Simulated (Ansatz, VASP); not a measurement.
Two plane-wave programs on KF

File INCAR:

```
SYSTEM = KF
ALGO = Normal
EDIFF = 1E-6
ENCUT = 520
GGA = PS
ISIF = 2
ISMEAR = 0
LASPH = .True.
LCHARG = .False.
LREAL = .False.
LWAVE = .False.
NBANDS = 15
NELM = 80
PREC = Accurate
SIGMA = 0.05
```

KPOINTS

```
k-points
0
Gamma
  8 8 8
  0 0 0
```

The input POSCAR:

```
KF
1.0
    3.5196714000      0.0000000000      0.0000000000
    0.0000000000      3.5196714000      0.0000000000
    0.0000000000      0.0000000000      3.2589550000
K F
1 1
Direct
    0.0000000000      0.0000000000      0.0000000000
    0.5000000000      0.5000000000      0.5000000000
```

Input for Ansatz:

```yaml
crystal:
  lattice:
    - [3.5196714, 0.0, 0.0]
    - [0.0, 3.5196714, 0.0]
    - [0.0, 0.0, 3.258955]
  atoms:
    - { symbol: K, position: [0.0, 0.0, 0.0] }
    - { symbol: F, position: [0.5, 0.5, 0.5] }
basis:
  ecutwfc: 420
kpoints:
  mp_grid: { grid: [8, 8, 8] }
hamiltonian:
  xc: pbesol
scf:
  occupations: { method: gaussian, width: 0.05 }
output:
  forces: true
  stress: true
  eigenvalues: true
```

Change from the starting cell: strain +0.080 along x and y, +0.000 along z, atoms carried along.

Alike in both runs: task single point; functional PBEsol; k mesh 8 × 8 × 8; occupations gaussian, width 0.05 eV; no spin polarisation.

```csv
,VASP,Ansatz
version,VASP 6.6.1,Ansatz 0.2.0
potentials or method,"VASP PAW PBE potentials, release 64 (K_sv, F), cutoff 520 eV","scalar-relativistic, plane waves, PAW"
valence electrons in the cell,16,16
```

```csv
,VASP,Ansatz,Ansatz less VASP
gap on the k mesh at the Fermi level (eV),5.00,5.02,+0.013
least direct gap on the mesh (eV),5.05,5.07,+0.012
pressure (GPa),-5.1,-5.0,+0.08
"traceless stress, the component that is largest in VASP (GPa)",3.60,3.60,0.000
```

VASP's potentials were made for PBE, not for PBEsol. The functional is the same, so the differences come from potentials, cutoffs and numerics.
